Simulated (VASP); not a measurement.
Here is a VASP 6.6.1 calculation.

File INCAR:

```
SYSTEM = Al4Pt
  PREC = Accurate
  ENCUT = 600
  EDIFF = 1E-7
  ISMEAR = 0
  SIGMA = 0.1
  LREAL = .False.
  LASPH = .True.
  NELM = 100
  ALGO = Normal
  ISIF = 3
  LWAVE = .False.
  LCHARG = .False.
  GGA = PE
  IBRION = 2
  NSW = 90
  EDIFFG = -0.04
```

KPOINTS

```
Automatic mesh
0
Gamma
  4 4 4
  0 0 0
```

File POSCAR:

```
Al4Pt
1.0
    0.0000000000      3.3858068700      3.3858068700
    3.3858068700      0.0000000000      3.3858068700
    3.3858068700      3.3858068700      0.0000000000
Al Pt
4 1
Direct
    0.8555291500      0.8555291500      0.8555291500
    0.8555291500      0.8555291500      0.4334125500
    0.8555291500      0.4334125500      0.8555291500
    0.4334125500      0.8555291500      0.8555291500
    0.5000000000      0.5000000000      0.5000000000
```

Potentials or basis: VASP PAW PBE potentials, release 64 (Al, Pt).

The run is started by

```sh
$ cat potpaw_PBE.64/Al/POTCAR potpaw_PBE.64/Pt/POTCAR > POTCAR
$ mpirun -np 1 vasp_std > vasp.out
```

Problem. Predict the band gap on the k mesh.

Solution. Zero (bands 11 and 12 overlap by 0.35 eV).

Problem. Estimate the relaxed volume.

Solution. 18.87 Å³/atom.

Problem. Estimate the relaxed cell.

Solution. a = 5.110 Å, b = 5.110 Å, c = 5.110 Å, α = 60.00°, β = 60.00°, γ = 60.00°.

Final structure:
```
CELL_PARAMETERS angstrom
0.00000 3.61335 3.61335
3.61335 0.00000 3.61335
3.61335 3.61335 0.00000
ATOMIC_POSITIONS crystal
Al 0.87487 0.87487 0.87487
Al 0.87487 0.87487 0.37539
Al 0.87487 0.37539 0.87487
Al 0.37539 0.87487 0.87487
Pt 0.50000 0.50000 0.50000
```

Caveat: the k points lie up to 0.38 Å⁻¹ apart in the final cell; the volume moved by over 15 % at a fixed basis, so the end points are rough; spin-orbit coupling is left out, which moves the levels of the heavy elements.
